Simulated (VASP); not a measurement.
A run of VASP 6.6.1:

Contents of INCAR:

```
  PREC = Accurate
  ENCUT = 600
  EDIFF = 1E-6
  ISMEAR = 0
  SIGMA = 0.01
  LREAL = False
  LASPH = True
  NELM = 80
  ALGO = Normal
  ISIF = 3
  LWAVE = False
  LCHARG = False
  GGA = PS
  IBRION = 2
  NSW = 100
  EDIFFG = -0.002
  PSTRESS = 40.0
```

Contents of KPOINTS:

```
Automatic mesh
0
Gamma
  10 10 10
```

POSCAR

```
AlN
1.0
    2.1886794804      2.1886794804      0.0000000000
   -2.1886794804      2.1886794804      0.0000000000
    0.0000000000      2.1886794804      2.1886794804
Al N
1 1
Direct
    0.0000000000      0.0000000000      0.0000000000
    0.2500000000      0.7500000000      0.5000000000
```

Potentials or basis: VASP PAW PBE potentials, release 64 (Al, N).

Command:

```console
$ cat potpaw_PBE.64/Al/POTCAR potpaw_PBE.64/N/POTCAR > POTCAR
$ mpirun -np 1 vasp_std > vasp.out
```

Hardware: 1 thread of AMD EPYC 9R14 (Zen 4) (shared host).

**Question.** How long does it take, and how much memory?

**Answer.** It took 15 s on 1 thread of AMD EPYC 9R14 (Zen 4) (shared host), peak memory 0.13 GiB. Counts: scf iterations 24, k points 47, ion steps 3.
